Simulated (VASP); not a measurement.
Wanted: the native input for a VASP 6.6.1 run.

```
Task                   : single point
Functional             : r2SCAN
Potentials or basis    : VASP PAW PBE potentials, release 64 (Ba_sv, Ti_sv, O_h)
Cutoff                 : 1480 eV
k mesh                 : 6 × 6 × 6
Occupations            : gaussian, width 0.01 eV
Spin                   : no spin polarisation
Dipole correction      : no
Further INCAR settings : ALGO = Normal; EDIFF = 1e-06; NBANDS = 28
```

Crystal: BaTiO3.

```xyz
5
Lattice="4.0740 0.0000 0.0000 0.0000 4.0740 0.0000 0.0000 0.0000 4.0740" Properties=species:S:1:pos:R:3 pbc="T T T"
Ba    0.0000    0.0000    0.0000
Ti    2.0370    2.0370    2.0370
O     2.0370    2.0370    0.0000
O     2.0370    0.0000    2.0370
O     0.0000    2.0370    2.0370
```

This cell differs from its parent crystal: strain +2.0%.

These files were run (other wordings do the same):

POSCAR

```
BaTiO3
1.0
    4.0739784504      0.0000000000      0.0000000000
    0.0000000000      4.0739784504      0.0000000000
    0.0000000000      0.0000000000      4.0739784504
Ba Ti O
1 1 3
Direct
    0.0000000000      0.0000000000      0.0000000000
    0.5000000000      0.5000000000      0.5000000000
    0.5000000000      0.5000000000      0.0000000000
    0.5000000000      0.0000000000      0.5000000000
    0.0000000000      0.5000000000      0.5000000000
```

INCAR.step1

```
PREC = Accurate
ENCUT = 1480
ISMEAR = 0
SIGMA = 0.01
LREAL = F
LASPH = T
NELM = 120
NBANDS = 28
GGA = PE
ALGO = Normal
EDIFF = 1E-5
LWAVE = T
LCHARG = F
GGA_COMPAT = F
```

INCAR.step2

```
PREC = Accurate
ENCUT = 1480
EDIFF = 1E-6
ISMEAR = 0
SIGMA = 0.01
LREAL = F
LASPH = T
NELM = 120
ALGO = Normal
ISIF = 2
LWAVE = F
LCHARG = F
METAGGA = R2SCAN
LMIXTAU = T
NBANDS = 28
ISTART = 1
GGA_COMPAT = F
```

KPOINTS

```
regular mesh
0
Gamma
  6 6 6
```

Potentials or basis: VASP PAW PBE potentials, release 64 (Ba_sv, Ti_sv, O_h).

Launch:

```sh
$ cat potpaw_PBE.64/Ba_sv/POTCAR potpaw_PBE.64/Ti_sv/POTCAR potpaw_PBE.64/O_h/POTCAR > POTCAR
$ cp INCAR.step1 INCAR
$ mpirun -np 1 vasp_std > vasp.out
$ cp INCAR.step2 INCAR
$ mpirun -np 1 vasp_std > vasp.out
```

Results of the run:

```yaml
Pressure: -7.9 GPa
Band_gap_on_the_k_mesh: 2.01 eV (least direct gap 2.21 eV)
```

Caveat: the cell differs from its parent crystal (strain +2.0%); the cell stands under tension; the PAW data sets were made with another functional, which shifts forces and pressure a little; spin-orbit coupling is left out, which moves the levels of the heavy elements.

It took 7.2 min on 1 thread of Intel(R) Xeon(R) Platinum 8488C (Sapphire Rapids) (shared host), peak memory 0.57 GiB.
